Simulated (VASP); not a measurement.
Input of a VASP 6.6.1 run:

File INCAR:

```
SYSTEM = ScRhC4N4
PREC = Accurate
ENCUT = 520
EDIFF = 1E-7
ISMEAR = 0
SIGMA = 0.1
LREAL = .False.
LASPH = .True.
NELM = 150
ALGO = Normal
ISIF = 2
LWAVE = .False.
LCHARG = .True.
ISPIN = 2
MAGMOM = 0 1 0 0 0 0 0 0 0 0
LORBIT = 11
LMAXMIX = 4
GGA = PE
LELF = .True.
LVHAR = .True.
NBANDS = 46
```

KPOINTS

```
regular mesh
0
Gamma
  4 4 4
  0 0 0
```

Contents of POSCAR:

```
ScRhC4N4
1.0
    6.0038654500      0.0000000000      0.0000000000
    0.0000000000      6.0038654500      0.0000000000
    0.0000000000      0.0000000000      6.0038654500
Sc Rh C N
1 1 4 4
Direct
    0.0000000000      0.0000000000      0.0000000000
    0.5000000000      0.5000000000      0.5000000000
    0.1944417700      0.1944417700      0.1944417700
    0.1944417700      0.8055582300      0.8055582300
    0.8055582300      0.1944417700      0.8055582300
    0.8055582300      0.8055582300      0.1944417700
    0.3069525900      0.3069525900      0.3069525900
    0.3069525900      0.6930474100      0.6930474100
    0.6930474100      0.3069525900      0.6930474100
    0.6930474100      0.6930474100      0.3069525900
```

Potentials or basis: VASP PAW PBE potentials, release 64 (Sc_sv, Rh_pv, C, N).

Run with:

```console
$ cat potpaw_PBE.64/Sc_sv/POTCAR potpaw_PBE.64/Rh_pv/POTCAR potpaw_PBE.64/C/POTCAR potpaw_PBE.64/N/POTCAR > POTCAR
$ mpirun -np 1 vasp_std > vasp.out
```

Problem. Predict the pressure.

Solution. 7.9 GPa.

Problem. Estimate the band gap on the k mesh.

Solution. Zero (filled and empty bands overlap).

Problem. Estimate the site moments.

Solution. Sc -0.03; Rh +1.48; C +0.04; N +0.04 μB.

Problem. Estimate the largest force.

Solution. 1.918 eV/Å.

Forces in eV/Å, atoms in the order of the input:
```
Sc   0.000  0.000  0.000
Rh   0.000  0.000  0.000
C    1.107  1.107  1.107
C    1.107 -1.107 -1.107
C   -1.107  1.107 -1.107
C   -1.107 -1.107  1.107
N    0.493  0.493  0.493
N    0.493 -0.493 -0.493
N   -0.493  0.493 -0.493
N   -0.493 -0.493  0.493
```

Caveat: the cell stands under pressure; forces of over 1 eV/Å act on the atoms, so gaps and moduli don't describe the material at rest.
